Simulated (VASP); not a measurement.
Wanted: the native input for a VASP 6.6.1 run.

* Task: single point
* Functional: PBEsol
* Potentials or basis: VASP PAW PBE potentials, release 64 (La, Ca_sv, Ga_d, O)
* Cutoff: 520 eV
* k mesh: 1 × 1 × 1, shifted
* Occupations: fermi-dirac, width 0.05 eV
* Spin: collinear spin
* Dipole correction: no
* Further INCAR settings: LREAL = Auto; ALGO = Normal; EDIFF = 1e-06; NBANDS = 196; ISYM = -1

The structure of CaLa8Ga7O24 (a cell with a defect) lies in POSCAR:

```
CaLa8Ga7O24
1.0
    7.7293080000      0.0000000000      0.0000000000
    0.0000000000      7.7293080000      0.0000000000
    0.0000000000      0.0000000000      7.7293080000
La Ca Ga O
8 1 7 24
Direct
    0.9824430000      0.9900200000      0.9994800000
    0.9988630000      0.0001790000      0.5121420000
    0.9762120000      0.5001210000      0.9991940000
    0.9938670000      0.5237490000      0.5140420000
    0.4846590000      0.9778780000      0.9925980000
    0.5328690000      0.9931700000      0.5064430000
    0.4975130000      0.4871720000      0.9918460000
    0.2623950000      0.2653300000      0.2845940000
    0.5280830000      0.5365410000      0.5110280000
    0.2484030000      0.2536150000      0.7555320000
    0.2505560000      0.7549590000      0.2507020000
    0.2507730000      0.7405270000      0.7457980000
    0.7461590000      0.2556680000      0.2539570000
    0.7449140000      0.2528550000      0.7471380000
    0.7495880000      0.7499150000      0.2485120000
    0.7478070000      0.7500110000      0.7539900000
    0.2108310000      0.3085100000      0.9906230000
    0.2753910000      0.1404940000      0.5402560000
    0.2789780000      0.7044850000      0.9929160000
    0.2089530000      0.7808840000      0.5011390000
    0.8083960000      0.2378010000      0.9945550000
    0.6771020000      0.2733520000      0.5013270000
    0.7309440000      0.7783510000      0.9992220000
    0.7685150000      0.7323270000      0.5019140000
    0.9777320000      0.2966680000      0.3051030000
    0.9954710000      0.2698220000      0.6966820000
    0.0009420000      0.7047410000      0.2279770000
    0.9980790000      0.7271890000      0.7758220000
    0.5232750000      0.2058280000      0.1809130000
    0.4989180000      0.2254010000      0.8034890000
    0.5060380000      0.8077910000      0.2701040000
    0.4995360000      0.7713170000      0.7227680000
    0.2127480000      0.9879730000      0.1984240000
    0.2232460000      0.9921530000      0.8082800000
    0.3350490000      0.5336060000      0.2827780000
    0.2753190000      0.4921730000      0.6804210000
    0.7977480000      0.0002020000      0.2785190000
    0.7701560000      0.0004820000      0.7272100000
    0.7113180000      0.5057510000      0.2174000000
    0.7305730000      0.5023890000      0.7712360000
```

The input as run:

INCAR

```
SYSTEM = CaLa8Ga7O24
PREC = Accurate
ENCUT = 520
EDIFF = 1E-6
ISMEAR = -1
SIGMA = 0.05
LREAL = Auto
LASPH = .TRUE.
NELM = 200
ALGO = Normal
ISIF = 2
LWAVE = .FALSE.
LCHARG = .FALSE.
ISPIN = 2
MAGMOM = 0 0 0 0 0 0 0 0.125 0.125 0 0 0 0 0 0 0 0.125 0.125 0 0 0 0 0 0 0.125 0 0 0 0.125 0 0 0 0.125 0 0.125 0 0 0 0 0
LORBIT = 11
LMAXMIX = 6
GGA = PS
ISYM = -1
NBANDS = 196
GGA_COMPAT = .FALSE.
```

KPOINTS

```
explicit points
1
Reciprocal
  0.25000000   0.25000000   0.25000000 1
```

Potentials or basis: VASP PAW PBE potentials, release 64 (La, Ca_sv, Ga_d, O).

Launch:

```sh
$ cat potpaw_PBE.64/La/POTCAR potpaw_PBE.64/Ca_sv/POTCAR potpaw_PBE.64/Ga_d/POTCAR potpaw_PBE.64/O/POTCAR > POTCAR
$ mpirun -np 1 vasp_std > vasp.out
```

Results of the run:

```
Pressure                                              : 11.4 GPa
Largest force                                         : 0.165 eV/Å
Band gap on the k mesh                                : 4.56 eV
Net moment                                            : 0.01 μB per cell
Valence electrons inside the program's atomic spheres : La 8.62, 8.64, 8.63, 8.69, 8.59, 9.18 (each value once); Ca 8.19; Ga 11.79, 11.83, 11.77, 11.80, 11.88 (each value once); O 5.04, 5.08, 5.03, 5.02, 5.06, 5.07, 5.05, 5.01 (each value once)
```

Caveat: the PAW data sets were made with another functional, which shifts forces and pressure a little; spin-orbit coupling is left out, which moves the levels of the heavy elements.

Run time: 15 min on 1 thread of Intel(R) Xeon(R) Platinum 8488C (Sapphire Rapids), on a shared host, peak memory 0.78 GiB.
